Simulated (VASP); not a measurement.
# TePb (zincblende type) (F-43m) in VASP: further runs

TePb (zincblende type) is run at these levels: PBE; tasks: relaxation of cell and atoms.

Program: VASP 6.6.1. These are calculated values, not measurements. Logs are shortened: lines on timing, memory, paths and dates and some standing lists are left out, and cuts for length are marked.

### Step 1. The cell of the first run

The structure is cubic, space group F-43m (No. 216). The conventional cell has a = 6.532 Å, b = 6.532 Å, c = 6.532 Å, α = 90.00°, β = 90.00°, γ = 90.00°. Pb (site symmetry -43m) has 4 Te at 2.83 Å within 3.7 Å. Within 3.7 Å of Te (site symmetry -43m) lie 4 Pb at 2.83 Å.

### Step 2. Relaxation of cell and atoms, PBE, target pressure 8.2 GPa, at which the enthalpy is minimised

Contents of INCAR:

```
PREC = Accurate ; ENCUT = 600
EDIFF = 1E-7 ; ISMEAR = -1
SIGMA = 0.1 ; LREAL = False
LASPH = True ; NELM = 80
ALGO = Normal ; ISIF = 3
LWAVE = False ; LCHARG = False
GGA = PE ; IBRION = 2
NSW = 60 ; EDIFFG = -0.005
PSTRESS = 82.0
```

Contents of KPOINTS:

```
Automatic mesh
0
Gamma
  11 11 11
```

Contents of POSCAR:

```
TePb
1.0
    0.0000000000      3.2661194253      3.2661194253
    3.2661194253      0.0000000000      3.2661194253
    3.2661194253      3.2661194253      0.0000000000
Pb Te
1 1
Direct
    0.0000000000      0.0000000000      0.0000000000
    0.2500000000      0.2500000000      0.2500000000
```

Potentials or basis: VASP PAW PBE potentials, release 64 (Pb_d, Te).

Started as:

```sh
> cat potpaw_PBE.64/Pb_d/POTCAR potpaw_PBE.64/Te/POTCAR > POTCAR
> mpirun -np 1 vasp_std > vasp.out
```

OUTCAR:

```text
PREC = Accurate
   ENCUT = 600
   EDIFF = 1E-7
   ISMEAR = -1
   LREAL = False
   LASPH = True
   NELM = 80
   ISIF = 3
   GGA = PE
   IBRION = 2
   NSW = 60
   EDIFFG = -0.005
   PSTRESS = 82.0

 ion  position               nearest neighbor table
   1  0.000  0.000  0.000-   2 2.83   2 2.83   2 2.83   2 2.83
   2  0.250  0.250  0.250-   1 2.83   1 2.83   1 2.83   1 2.83

  LATTYP: Found a face centered cubic cell.
 ALAT       =     6.5322388506

  Lattice vectors:

 A1 = (   0.0000000000,   3.2661194253,   3.2661194253)
 A2 = (   3.2661194253,   0.0000000000,   3.2661194253)
 A3 = (   3.2661194253,   3.2661194253,   0.0000000000)

Analysis of symmetry for initial positions (statically):
=====================================================================
 Subroutine PRICEL returns:
 Original cell was already a primitive cell.

 Routine SETGRP: Setting up the symmetry group for a
 face centered cubic supercell.

 Subroutine GETGRP returns: Found 24 space group operations
 (whereof 24 operations were pure point group operations)
 out of a pool of 48 trial point group operations.

The static configuration has the point symmetry T_d .

Analysis of symmetry for dynamics (positions and initial velocities):
=====================================================================
 Subroutine PRICEL returns:
 Original cell was already a primitive cell.

 Routine SETGRP: Setting up the symmetry group for a
 face centered cubic supercell.

 Subroutine GETGRP returns: Found 24 space group operations
 (whereof 24 operations were pure point group operations)
 out of a pool of 48 trial point group operations.

The dynamic configuration has the point symmetry T_d .

 Subroutine INISYM returns: Found 24 space group operations
 (whereof 24 operations are pure point group operations),
 and found     1 'primitive' translations

----------------------------------------------------------------------------------------

                                     Primitive cell

  volume of cell :      69.6829

  direct lattice vectors                    reciprocal lattice vectors
     0.000000000  3.266119425  3.266119425    -0.153086870  0.153086870  0.153086870
     3.266119425  0.000000000  3.266119425     0.153086870 -0.153086870  0.153086870
     3.266119425  3.266119425  0.000000000     0.153086870  0.153086870 -0.153086870

  length of vectors
     4.618990388  4.618990388  4.618990388     0.265154237  0.265154237  0.265154237

  position of ions in fractional coordinates (direct lattice)
     0.000000000  0.000000000  0.000000000
     0.250000000  0.250000000  0.250000000

[... 68 lines left out ...]
   ISTART =      0    job   : 0-new  1-cont  2-samecut
   ICHARG =      2    charge: 1-file 2-atom 10-const
   ISPIN  =      1    spin polarized calculation?
   LNONCOLLINEAR =      F non collinear calculations
   LSORBIT =      F    spin-orbit coupling
   LASPH  =      T    aspherical Exc in radial PAW
   ENCUT  =  600.0 eV  44.10 Ry    6.64 a.u.   9.23  9.23  9.23*2*pi/ulx,y,z
   NELM   =     80;   NELMIN=  2; NELMDL= -5     # of ELM steps
   EDIFF  = 0.1E-06   stopping-criterion for ELM
   LREAL  =      F    real-space projection
   EDIFFG = -.5E-02   stopping-criterion for IOM
   NSW    =     60    number of steps for IOM
   IBRION =      2    ionic relax: 0-MD 1-quasi-New 2-CG
   NFREE  =      1    steps in history (QN), initial steepest desc. (CG)
   ISIF   =      3    stress and relaxation
   ISYM   =      2    0-nonsym 1-usesym 2-fastsym
   POTIM  = 0.5000    time-step for ionic-motion
   TEBEG  =    0.0;   TEEND  =   0.0 temperature during run
   PSTRESS=   82.0 pullay stress
   NELECT =      20.0000    total number of electrons
   NUPDOWN=      -1.0000    fix difference up-down
   EMIN   =  10.00;   EMAX   =-10.00  energy-range for DOS
   EFERMI =   0.00;   METHOD = LEGACY
   ISMEAR =    -1;   SIGMA  =   0.10  broadening in eV -4-tet -1-fermi 0-gaus
   EFERMI_NEDOS =   21; number of points for ismear=-14 and -15
   IALGO  =     38    algorithm
   IMIX   =      4    mixing-type and parameters
     AMIX     =   0.40;   BMIX     =  1.00
     AMIX_MAG =   1.60;   BMIX_MAG =  1.00
  volume/ion in A,a.u.               =      34.84       235.12
  Fermi-wavevector in a.u.,A,eV,Ry     =   1.079882  2.040680 15.866353  1.166144
  Thomas-Fermi vector in A             =   2.215858
   LORBIT       =      0    0 simple, 1 ext, 2 COOP (PROOUT), +10 PAW based schemes
   GGA     = PE    functional components
   LHFCALC =     F    Hartree Fock is set to
   AEXX    =    0.0000 exact exchange contribution
   IVDW    =     0    specifies the selected vdW correction
   LEPSILON=     F    determine dielectric tensor
   LRPA    =     F    only Hartree local field effects (RPA)
 conjugate gradient relaxation of ions
 non-spin polarized calculation
  energy-cutoff  :      600.00
  volume of cell :       69.68
 maximum number of plane-waves:      2341
 NGX is ok and might be reduce to    40
   NGX = 19   NGY = 19   NGZ = 19

--------------------------------------- Ionic step        1  -------------------------------------------

 number of electron      20.0000000 magnetization

 Free energy of the ion-electron system (eV)
  ---------------------------------------------------
  ext. energy  EPLUGINS =         0.00000000
  ---------------------------------------------------
  free energy    TOTEN  =        -5.98664973 eV

  energy without entropy =       -5.96744993  energy(sigma->0) =       -5.97704983

 E-fermi :   6.2236     XC(G=0):  -8.8793

 val. band max:        6.1908340198   @ k =   0.3636   0.3636   0.0000
 cond. band min:       6.2775786121   @ k =   0.4545   0.3636   0.0000
 fundamental gap:      0.0867445923
 Fermi energy:         6.2235779626

 k-point     1 :       0.0000    0.0000    0.0000
  band No.  band energies     occupation
      1     -11.2781      2.00000
      2     -11.2781      2.00000
      3     -11.2781      2.00000
      4     -11.1775      2.00000
      5     -11.1775      2.00000
      6      -7.5174      2.00000
      7       0.9769      2.00000
      8       3.8994      2.00000
      9       3.8994      2.00000
     10       3.8994      2.00000
     11       7.2523      0.00007
     12       7.2523      0.00007
     13       7.2523      0.00007
     14       9.9320      0.00000
[... 504 lines left out ...]
--------------------------------------- Ionic step        4  -------------------------------------------

 number of electron      20.0000001 magnetization

 Free energy of the ion-electron system (eV)
  ---------------------------------------------------
  ext. energy  EPLUGINS =         0.00000000
  ---------------------------------------------------
  free energy    TOTEN  =        -6.73587939 eV

  energy without entropy =       -6.72657421  energy(sigma->0) =       -6.73122680

 E-fermi :   4.8441     XC(G=0):  -8.2709

 val. band max:        4.7129458299   @ k =  -0.2727   0.4545   0.1818
 cond. band min:       4.8611943161   @ k =   0.4545   0.4545   0.0000
 fundamental gap:      0.1482484862
 Fermi energy:         4.8440892461

 k-point     1 :       0.0000    0.0000    0.0000
  band No.  band energies     occupation
      1     -12.4725      2.00000
      2     -12.4725      2.00000
      3     -12.4725      2.00000
      4     -12.4131      2.00000
      5     -12.4131      2.00000
      6      -7.9606      2.00000
      7      -0.9759      2.00000
      8       2.7467      2.00000
      9       2.7467      2.00000
     10       2.7467      2.00000
     11       5.9780      0.00002
     12       5.9780      0.00002
     13       5.9780      0.00002
     14       8.6192      0.00000
[... 424 lines left out ...]
  energy  without entropy=       -6.7265742137  energy(sigma->0) =       -6.73122680

  enthalpy is  TOTEN    =        -2.6673845834 eV   P V=        4.0684948037

 reached required accuracy - stopping structural energy minimisation
```

OSZICAR:

```text
N       E                     dE             d eps       ncg     rms          rms(c)
DAV:   1     0.164857287600E+03    0.16486E+03   -0.10005E+04  1568   0.152E+03
DAV:   2     0.637344738202E+01   -0.15848E+03   -0.15562E+03  1664   0.354E+02
DAV:   3    -0.576212767637E+01   -0.12136E+02   -0.11959E+02  2090   0.105E+02
[... 43 lines left out ...]
DAV:   4    -0.673587630880E+01   -0.30238E-05   -0.18355E-05  1704   0.391E-02    0.130E-02
DAV:   5    -0.673587966706E+01   -0.33583E-05   -0.38196E-06  2208   0.191E-02    0.260E-03
DAV:   6    -0.673587979852E+01   -0.13145E-06   -0.25373E-07  1438   0.932E-03    0.743E-04
DAV:   7    -0.673587944588E+01    0.35264E-06   -0.47842E-08   910   0.214E-03    0.235E-04
DAV:   8    -0.673587938710E+01    0.58772E-07   -0.11558E-08   784   0.148E-03
   4 F= -.26673846E+01 E0= -.26627320E+01  d E =-.247130E+00
```

CONTCAR:

```text
TePb
   1.00000000000000
     0.0000000000000000    3.4127161420477776    3.4127161420477776
     3.4127161420477776    0.0000000000000000    3.4127161420477776
     3.4127161420477776    3.4127161420477776    0.0000000000000000
  Pb              Te
     1     1
Direct
     0.0000000000000000    0.0000000000000000    0.0000000000000000
     0.2500000000000000    0.2500000000000000    0.2500000000000000

  0.00000000E+00  0.00000000E+00  0.00000000E+00
  0.00000000E+00  0.00000000E+00  0.00000000E+00
```

It took 7.2 min on 1 thread of Intel Xeon 8259CL, shared host; peak memory 0.3 GiB.

Results:

- Free energy: -6.7359 eV
- Relaxed volume: 39.75 Å³/atom
- Relaxed cell: a = 4.826 Å, b = 4.826 Å, c = 4.826 Å, α = 60.00°, β = 60.00°, γ = 60.00°
- Space group after relaxing (to 0.1 Å): F-43m (No. 216)
- Energy change on relaxing (the run minimises the enthalpy): -374.6 meV/atom
- Ionic steps: 4
- Pressure after relaxing: 8.2 GPa
- Band gap on the k mesh: 0.15 eV (least direct gap 1.01 eV)

Step by step:
| step | energy change (eV) | largest force (eV/Å) | pressure (GPa) | volume (Å³) |
| --- | --- | --- | --- | --- |
| 1 | 0.0000 | 0.0000 | 17.08 | 69.68 |
| 2 | -1.1051 | 0.0000 | 2.31 | 91.02 |
| 3 | -0.7598 | 0.0000 | 8.05 | 79.70 |
| 4 | -0.7492 | 0.0000 | 8.19 | 79.49 |

Final structure:
```yaml
crystal:
  lattice:
    - [0.00000, 3.41272, 3.41272]
    - [3.41272, 0.00000, 3.41272]
    - [3.41272, 3.41272, 0.00000]
  atoms:
    - { symbol: Pb, position: [0.00000, 0.00000, 0.00000] }
    - { symbol: Te, position: [0.25000, 0.25000, 0.25000] }
```

Caveat: the cell is relaxed towards a set pressure, so the run minimises the enthalpy, not the energy; spin-orbit coupling is left out, which moves the levels of the heavy elements; an odd mesh through Γ misses points on the zone boundary, where band edges can lie.

### Step 3. Relaxation of cell and atoms, PBE, target pressure 8.2 GPa, at which the enthalpy is minimised

This run uses another cell than the first one, of 39.77 Å³/atom.

Contents of INCAR:

```
SYSTEM = TePb
PREC = Accurate ; ENCUT = 600
EDIFF = 1E-7 ; ISMEAR = -1
SIGMA = 0.1 ; LREAL = .False.
LASPH = .True. ; NELM = 60
ALGO = Normal ; ISIF = 3
LWAVE = .False. ; LCHARG = .False.
GGA = PE ; IBRION = 2
NSW = 32 ; EDIFFG = -0.005
PSTRESS = 82.0
```

Contents of KPOINTS:

```
regular mesh
0
Gamma
  11 11 11
  0 0 0
```

Contents of POSCAR:

```
TePb
1.0
    0.0000000000      3.4134276877      3.4134276877
    3.4134276877      0.0000000000      3.4134276877
    3.4134276877      3.4134276877      0.0000000000
Pb Te
1 1
Direct
    0.0000000000      0.0000000000      0.0000000000
    0.2500000000      0.2500000000      0.2500000000
```

Potentials or basis: VASP PAW PBE potentials, release 64 (Pb_d, Te).

Started as:

```sh
> cat potpaw_PBE.64/Pb_d/POTCAR potpaw_PBE.64/Te/POTCAR > POTCAR
> mpirun -np 1 vasp_std > vasp.out
```

It took 4.8 min on 1 thread of Intel Xeon 8259CL, shared host; peak memory 0.3 GiB.

It converged, with:

| Property | Result |
| --- | --- |
| Free energy | -6.7379 eV |
| Relaxed volume | 39.75 Å³/atom |
| Relaxed cell | a = 4.827 Å, b = 4.827 Å, c = 4.827 Å, α = 60.00°, β = 60.00°, γ = 60.00° |
| Space group after relaxing (to 0.1 Å) | F-43m (No. 216) |
| Energy change on relaxing (the run minimises the enthalpy) | +0.9 meV/atom |
| Ionic steps | 3 |
| Pressure after relaxing | 8.2 GPa |
| Band gap on the k mesh | 0.15 eV (least direct gap 1.01 eV) |

Step by step:
```
step  energy change (eV)  largest force (eV/Å)  pressure (GPa)  volume (Å³)
   1              0.0000                0.0000            8.18        79.54
   2              0.0032                0.0000            8.22        79.48
   3              0.0018                0.0000            8.20        79.51
```

Final structure:
```yaml
crystal:
  lattice:
    - [0.00000, 3.41292, 3.41292]
    - [3.41292, 0.00000, 3.41292]
    - [3.41292, 3.41292, 0.00000]
  atoms:
    - { symbol: Pb, position: [0.00000, 0.00000, 0.00000] }
    - { symbol: Te, position: [0.25000, 0.25000, 0.25000] }
```

Levels at points of the mesh, in eV from the valence-band top:
```
           k point  band 8  band 9  band 10  band 11  band 12  band 13
(0.00, 0.00, 0.00)   -1.97   -1.97    -1.97     1.27     1.27     1.27
```

Caveat: the cell is relaxed towards a set pressure, so the run minimises the enthalpy, not the energy; spin-orbit coupling is left out, which moves the levels of the heavy elements; an odd mesh through Γ misses points on the zone boundary, where band edges can lie.
